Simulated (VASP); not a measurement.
# K4CuPb (P-43m) in VASP: further runs

Runs on K4CuPb. Level: PBE. Tasks: single point.

Program: VASP 6.6.1. These are calculated values, not measurements. Logs are shortened: lines on timing, memory, paths and dates and some standing lists are left out, and cuts for length are marked.

## (1) The cell of the first run

It takes space group P-43m (No. 215, cubic). Conventional cell: a = 6.038 Å, b = 6.038 Å, c = 6.038 Å, α = 90.00°, β = 90.00°, γ = 90.00°. Within 3.3 Å of K (site symmetry 3m) lie 1 Cu at 2.48 Å and 1 Pb at 2.75 Å. Cu (site symmetry -43m) has 4 K at 2.48 Å within 3.3 Å. Within 3.6 Å of Pb (site symmetry -43m) lie 4 K at 2.75 Å.

The cell was built from a structure type or drawn by symmetry, and may not be a known phase.

## (2) Single point, PBE

Input file INCAR:

```
SYSTEM = K4CuPb
  PREC = Accurate
  ENCUT = 520
  EDIFF = 1E-7
  ISMEAR = 0
  SIGMA = 0.1
  LREAL = .False.
  LASPH = .True.
  NELM = 100
  ALGO = Normal
  ISIF = 2
  LWAVE = .False.
  LCHARG = .False.
  GGA = PE
  NBANDS = 40
```

Input file KPOINTS:

```
Automatic mesh
0
Gamma
  4 4 4
  0 0 0
```

Input file POSCAR:

```
K4CuPb
1.0
    6.0377460500      0.0000000000      0.0000000000
    0.0000000000      6.0377460500      0.0000000000
    0.0000000000      0.0000000000      6.0377460500
K Cu Pb
4 1 1
Direct
    0.2371324400      0.2371324400      0.2371324400
    0.7628675600      0.7628675600      0.2371324400
    0.7628675600      0.2371324400      0.7628675600
    0.2371324400      0.7628675600      0.7628675600
    0.0000000000      0.0000000000      0.0000000000
    0.5000000000      0.5000000000      0.5000000000
```

Potentials or basis: VASP PAW PBE potentials, release 64 (K_sv, Cu, Pb_d).

Launch:

```console
$ cat potpaw_PBE.64/K_sv/POTCAR potpaw_PBE.64/Cu/POTCAR potpaw_PBE.64/Pb_d/POTCAR > POTCAR
$ mpirun -np 1 vasp_std > vasp.out
```

OUTCAR:

```text
SYSTEM = K4CuPb
   PREC = Accurate
   ENCUT = 520
   EDIFF = 1E-7
   ISMEAR = 0
   LREAL = .False.
   LASPH = .True.
   NELM = 100
   ISIF = 2
   GGA = PE

 ion  position               nearest neighbor table
   1  0.237  0.237  0.237-   5 2.48   6 2.75
   2  0.763  0.763  0.237-   5 2.48   6 2.75
   3  0.763  0.237  0.763-   5 2.48   6 2.75
   4  0.237  0.763  0.763-   5 2.48   6 2.75
   5  0.000  0.000  0.000-   1 2.48   2 2.48   3 2.48   4 2.48
   6  0.500  0.500  0.500-   1 2.75   2 2.75   3 2.75   4 2.75

  LATTYP: Found a simple cubic cell.
 ALAT       =     6.0377460500

  Lattice vectors:

 A1 = (   6.0377460500,   0.0000000000,   0.0000000000)
 A2 = (   0.0000000000,   6.0377460500,   0.0000000000)
 A3 = (   0.0000000000,   0.0000000000,   6.0377460500)

Analysis of symmetry for initial positions (statically):
=====================================================================
 Subroutine PRICEL returns:
 Original cell was already a primitive cell.

 Routine SETGRP: Setting up the symmetry group for a
 simple cubic supercell.

 Subroutine GETGRP returns: Found 24 space group operations
 (whereof 24 operations were pure point group operations)
 out of a pool of 48 trial point group operations.

The static configuration has the point symmetry T_d .

Analysis of symmetry for dynamics (positions and initial velocities):
=====================================================================
 Subroutine PRICEL returns:
 Original cell was already a primitive cell.

 Routine SETGRP: Setting up the symmetry group for a
 simple cubic supercell.

 Subroutine GETGRP returns: Found 24 space group operations
 (whereof 24 operations were pure point group operations)
 out of a pool of 48 trial point group operations.

The dynamic configuration has the point symmetry T_d .

 Subroutine INISYM returns: Found 24 space group operations
 (whereof 24 operations are pure point group operations),
 and found     1 'primitive' translations

----------------------------------------------------------------------------------------

                                     Primitive cell

  volume of cell :     220.1023

  direct lattice vectors                    reciprocal lattice vectors
     6.037746050  0.000000000  0.000000000     0.165624720  0.000000000  0.000000000
     0.000000000  6.037746050  0.000000000     0.000000000  0.165624720  0.000000000
     0.000000000  0.000000000  6.037746050     0.000000000  0.000000000  0.165624720

  length of vectors
     6.037746050  6.037746050  6.037746050     0.165624720  0.165624720  0.165624720

  position of ions in fractional coordinates (direct lattice)
     0.237132440  0.237132440  0.237132440
     0.762867560  0.762867560  0.237132440
     0.762867560  0.237132440  0.762867560
     0.237132440  0.762867560  0.762867560
     0.000000000  0.000000000  0.000000000
     0.500000000  0.500000000  0.500000000

  ion indices of the primitive-cell ions
   primitive index   ion index
                 1           1
                 2           2
                 3           3
                 4           4
                 5           5
                 6           6

----------------------------------------------------------------------------------------

 KPOINTS: Automatic mesh

Automatic generation of k-mesh.
 Grid dimensions read from file:
 generate k-points for:    4    4    4

 Generating k-lattice:

  Cartesian coordinates                     Fractional coordinates (reciprocal lattice)
     0.041406180  0.000000000  0.000000000     0.250000000  0.000000000  0.000000000
     0.000000000  0.041406180  0.000000000     0.000000000  0.250000000  0.000000000
     0.000000000  0.000000000  0.041406180     0.000000000  0.000000000  0.250000000

  Length of vectors
     0.041406180  0.041406180  0.041406180

  Shift w.r.t. Gamma in fractional coordinates (k-lattice)
     0.000000000  0.000000000  0.000000000

 Subroutine IBZKPT returns following result:
 ===========================================

 Found     10 irreducible k-points:

 Following reciprocal coordinates:
            Coordinates               Weight
  0.000000  0.000000  0.000000      1.000000
  0.250000  0.000000  0.000000      6.000000
  0.500000  0.000000  0.000000      3.000000
  0.250000  0.250000  0.000000     12.000000
  0.500000  0.250000  0.000000     12.000000
  0.500000  0.500000  0.000000      3.000000
  0.250000  0.250000  0.250000      8.000000
  0.500000  0.250000  0.250000     12.000000
  0.500000  0.500000  0.250000      6.000000
  0.500000  0.500000  0.500000      1.000000
   k-points           NKPTS =     10   k-points in BZ     NKDIM =     10   number of bands    NBANDS=     40
   number of dos      NEDOS =    301   number of ions     NIONS =      6
   total plane-waves  NPLWV = 110592
   dimension x,y,z NGX =    48 NGY =   48 NGZ =   48
   dimension x,y,z NGXF=    96 NGYF=   96 NGZF=   96
   ions per type =               4   1   1
   NGX,Y,Z   is equivalent  to a cutoff of  13.22, 13.22, 13.22 a.u.
   NGXF,Y,Z  is equivalent  to a cutoff of  26.43, 26.43, 26.43 a.u.
 SYSTEM =  K4CuPb
   PREC   = accura    normal or accurate (medium, high low for compatibility)
   ISTART =      0    job   : 0-new  1-cont  2-samecut
   ICHARG =      2    charge: 1-file 2-atom 10-const
   ISPIN  =      1    spin polarized calculation?
   LNONCOLLINEAR =      F non collinear calculations
   LSORBIT =      F    spin-orbit coupling
   LASPH  =      T    aspherical Exc in radial PAW
   ENCUT  =  520.0 eV  38.22 Ry    6.18 a.u.  11.23 11.23 11.23*2*pi/ulx,y,z
   NELM   =    100;   NELMIN=  2; NELMDL= -5     # of ELM steps
   EDIFF  = 0.1E-06   stopping-criterion for ELM
   LREAL  =      F    real-space projection
   EDIFFG = 0.1E-05   stopping-criterion for IOM
   NSW    =      0    number of steps for IOM
   IBRION =     -1    ionic relax: 0-MD 1-quasi-New 2-CG
   NFREE  =      0    steps in history (QN), initial steepest desc. (CG)
   ISIF   =      2    stress and relaxation
   ISYM   =      2    0-nonsym 1-usesym 2-fastsym
   POTIM  = 0.5000    time-step for ionic-motion
   TEBEG  =    0.0;   TEEND  =   0.0 temperature during run
   PSTRESS=    0.0 pullay stress
   NELECT =      61.0000    total number of electrons
   NUPDOWN=      -1.0000    fix difference up-down
   EMIN   =  10.00;   EMAX   =-10.00  energy-range for DOS
   EFERMI =   0.00;   METHOD = LEGACY
   ISMEAR =     0;   SIGMA  =   0.10  broadening in eV -4-tet -1-fermi 0-gaus
   EFERMI_NEDOS =   21; number of points for ismear=-14 and -15
   IALGO  =     38    algorithm
   IMIX   =      4    mixing-type and parameters
     AMIX     =   0.40;   BMIX     =  1.00
     AMIX_MAG =   1.60;   BMIX_MAG =  1.00
  volume/ion in A,a.u.               =      36.68       247.55
  Fermi-wavevector in a.u.,A,eV,Ry     =   1.067358  2.017013 15.500467  1.139252
  Thomas-Fermi vector in A             =   2.202971
   LORBIT       =      0    0 simple, 1 ext, 2 COOP (PROOUT), +10 PAW based schemes
   GGA     = PE    functional components
   LHFCALC =     F    Hartree Fock is set to
   AEXX    =    0.0000 exact exchange contribution
   IVDW    =     0    specifies the selected vdW correction
   LEPSILON=     F    determine dielectric tensor
   LRPA    =     F    only Hartree local field effects (RPA)
 non-spin polarized calculation
 Gauss-broadening in eV      SIGMA  =   0.10
  energy-cutoff  :      520.00
  volume of cell :      220.10
 maximum number of plane-waves:      6031
 NGX is ok and might be reduce to    48
   NGX = 23   NGY = 23   NGZ = 23

 number of electron      61.0000009 magnetization

 Free energy of the ion-electron system (eV)
  ---------------------------------------------------
  ext. energy  EPLUGINS =         0.00000000
  ---------------------------------------------------
  free energy    TOTEN  =        -5.06269809 eV

  energy without entropy =       -5.04503582  energy(sigma->0) =       -5.05386695

 E-fermi :   1.8282     XC(G=0):  -7.5642

 val. band max:        1.7251702492   @ k =   0.2500   0.2500   0.2500
 cond. band min:       1.8588103278   @ k =   0.5000   0.0000   0.0000
 fundamental gap:      0.1336400786
 Fermi energy:         1.8282465806

 k-point     1 :       0.0000    0.0000    0.0000
  band No.  band energies     occupation
      1     -29.4588      2.00000
      2     -29.4322      2.00000
      3     -29.4322      2.00000
      4     -29.4322      2.00000
      5     -15.0630      2.00000
      6     -15.0630      2.00000
[... 32 lines left out ...]
     39       4.7605      0.00000
     40       6.0326      0.00000

 k-point     2 :       0.2500    0.0000    0.0000
  band No.  band energies     occupation
      1     -29.4553      2.00000
      2     -29.4356      2.00000
      3     -29.4322      2.00000
      4     -29.4322      2.00000
      5     -15.0693      2.00000
      6     -15.0632      2.00000
[... 32 lines left out ...]
     39       5.3317      0.00000
     40       6.0630      0.00000

 k-point     3 :       0.5000    0.0000    0.0000
  band No.  band energies     occupation
      1     -29.4496      2.00000
      2     -29.4414      2.00000
      3     -29.4322      2.00000
      4     -29.4322      2.00000
      5     -15.0754      2.00000
      6     -15.0634      2.00000
[... 32 lines left out ...]
     39       5.6221      0.00000
     40       6.0278      0.00000

 k-point     4 :       0.2500    0.2500    0.0000
  band No.  band energies     occupation
      1     -29.4524      2.00000
      2     -29.4357      2.00000
      3     -29.4346      2.00000
      4     -29.4326      2.00000
      5     -15.0718      2.00000
      6     -15.0636      2.00000
[... 32 lines left out ...]
     39       5.5248      0.00000
     40       5.6389      0.00000
[... 170 lines left out ...]
     39       5.5266      0.00000
     40       6.1139      0.00000

 k-point     9 :       0.5000    0.5000    0.2500
  band No.  band energies     occupation
      1     -29.4445      2.00000
      2     -29.4370      2.00000
      3     -29.4370      2.00000
      4     -29.4367      2.00000
      5     -15.0679      2.00000
      6     -15.0632      2.00000
[... 32 lines left out ...]
     39       6.2796      0.00000
     40       6.2797      0.00000

 k-point    10 :       0.5000    0.5000    0.5000
  band No.  band energies     occupation
      1     -29.4442      2.00000
      2     -29.4369      2.00000
      3     -29.4369      2.00000
      4     -29.4369      2.00000
      5     -15.0623      2.00000
      6     -15.0623      2.00000
[... 32 lines left out ...]
     39       6.3589      0.00000
     40       6.6138      0.00000

------------------------ aborting loop because EDIFF is reached ----------------------------------------

  FORCE on cell =-STRESS in cart. coord.  units (eV):
  Direction    XX          YY          ZZ          XY          YZ          ZX
  --------------------------------------------------------------------------------------
  -------------------------------------------------------------------------------------
  Total       15.3427039     15.3427039     15.3427039      0.0000000     -0.0000000     -0.0000000
  in kB      111.6832285    111.6832285    111.6832285      0.0000000     -0.0000000     -0.0000000
  external PRESSURE =     111.6832285 kB  Pullay stress =       0.0000000 kB

 VOLUME and BASIS-vectors are now :
 -----------------------------------------------------------------------------
  energy-cutoff  :      520.00
  volume of cell :      220.10
      direct lattice vectors                 reciprocal lattice vectors
     6.037746050  0.000000000  0.000000000     0.165624720  0.000000000  0.000000000
     0.000000000  6.037746050  0.000000000     0.000000000  0.165624720  0.000000000
     0.000000000  0.000000000  6.037746050     0.000000000  0.000000000  0.165624720

 POSITION                                       TOTAL-FORCE (eV/Angst)
 -----------------------------------------------------------------------------------
      1.43175      1.43175      1.43175        -0.303679     -0.303679     -0.303679
      4.60600      4.60600      1.43175         0.303679      0.303679     -0.303679
      4.60600      1.43175      4.60600         0.303679     -0.303679      0.303679
      1.43175      4.60600      4.60600        -0.303679      0.303679      0.303679
      0.00000      0.00000      0.00000         0.000000     -0.000000     -0.000000
      3.01887      3.01887      3.01887         0.000000     -0.000000     -0.000000
 -----------------------------------------------------------------------------------
    total drift:                                0.000000      0.000000      0.000000

  FREE ENERGIE OF THE ION-ELECTRON SYSTEM (eV)
  ---------------------------------------------------
  free  energy   TOTEN  =        -5.0626980878 eV

  energy  without entropy=       -5.0450358165  energy(sigma->0) =       -5.05386695
```

It took 5 min on 1 thread of Oxide Virtual Turin-like, shared host; peak memory 0.33 GiB.

Results:

- Free energy: -5.0627 eV
- Pressure: 11.2 GPa
- Largest force: 0.526 eV/Å
- Band gap on the k mesh: zero (an odd number of electrons rules out a gap without spin polarisation)

Forces on the atoms (eV/Å):
```
K   -0.304 -0.304 -0.304
K    0.304  0.304 -0.304
K    0.304 -0.304  0.304
K   -0.304  0.304  0.304
Cu   0.000  0.000  0.000
Pb   0.000  0.000  0.000
```

Caveat: the cell stands under pressure; spin-orbit coupling is left out, which moves the levels of the heavy elements.

## (3) Single point, PBE

This run uses another cell than the first one, of 71.53 Å³/atom.

Input file INCAR:

```
  PREC = Accurate
  ENCUT = 520
  EDIFF = 1E-6
  ISMEAR = 0
  SIGMA = 0.1
  LREAL = F
  LASPH = T
  NELM = 80
  ALGO = Fast
  ISIF = 2
  LWAVE = F
  LCHARG = F
  GGA = PE
  NBANDS = 40
```

Input file KPOINTS:

```
regular mesh
0
Gamma
  4 4 4
```

Input file POSCAR:

```
K4CuPb
1.0
    7.5429065423      0.0000000000      0.0000000000
    0.0000000000      7.5429065423      0.0000000000
    0.0000000000      0.0000000000      7.5429065423
K Cu Pb
4 1 1
Direct
    0.2392643844      0.2392643844      0.2392643844
    0.7607356156      0.7607356156      0.2392643844
    0.7607356156      0.2392643844      0.7607356156
    0.2392643844      0.7607356156      0.7607356156
    0.0000000000      0.0000000000      0.0000000000
    0.5000000000      0.5000000000      0.5000000000
```

Potentials or basis: VASP PAW PBE potentials, release 64 (K_sv, Cu, Pb_d).

Launch:

```console
$ cat potpaw_PBE.64/K_sv/POTCAR potpaw_PBE.64/Cu/POTCAR potpaw_PBE.64/Pb_d/POTCAR > POTCAR
$ mpirun -np 1 vasp_std > vasp.out
```

Run time: 23 min. Hardware: 1 thread of Oxide Virtual Turin-like, shared host; peak memory 0.51 GiB.

The run converged. Its results:

```yaml
Free_energy: -9.2111 eV
Pressure: 0.0 GPa
Largest_force: 0.014 eV/Å
Band_gap_on_the_k_mesh: zero (an odd number of electrons rules out a gap without spin polarisation)
```

Forces in eV/Å, atoms in the order of the input:
```
K    0.008  0.008  0.008
K   -0.008 -0.008  0.008
K   -0.008  0.008 -0.008
K    0.008 -0.008 -0.008
Cu   0.000  0.000  0.000
Pb   0.000  0.000  0.000
```

Levels at points of the mesh, in eV from the Fermi level:
```tsv
k point	band 27	band 28	band 29	band 30	band 31	band 32	band 33	band 34	band 35	band 36
(0.00, 0.00, 0.00)	-1.81	-1.81	-0.12	-0.12	-0.12	0.53	1.72	1.72	1.84	1.84
(0.50, 0.00, 0.00)	-1.82	-1.81	-0.20	0.07	0.07	0.11	1.47	1.47	1.83	2.09
(0.50, 0.50, 0.00)	-1.82	-1.81	-0.56	-0.56	0.13	1.21	1.21	1.35	1.69	1.72
(0.50, 0.50, 0.50)	-1.82	-1.82	-0.31	-0.31	-0.31	0.64	0.64	0.64	2.52	2.52
```

Caveat: spin-orbit coupling is left out, which moves the levels of the heavy elements.
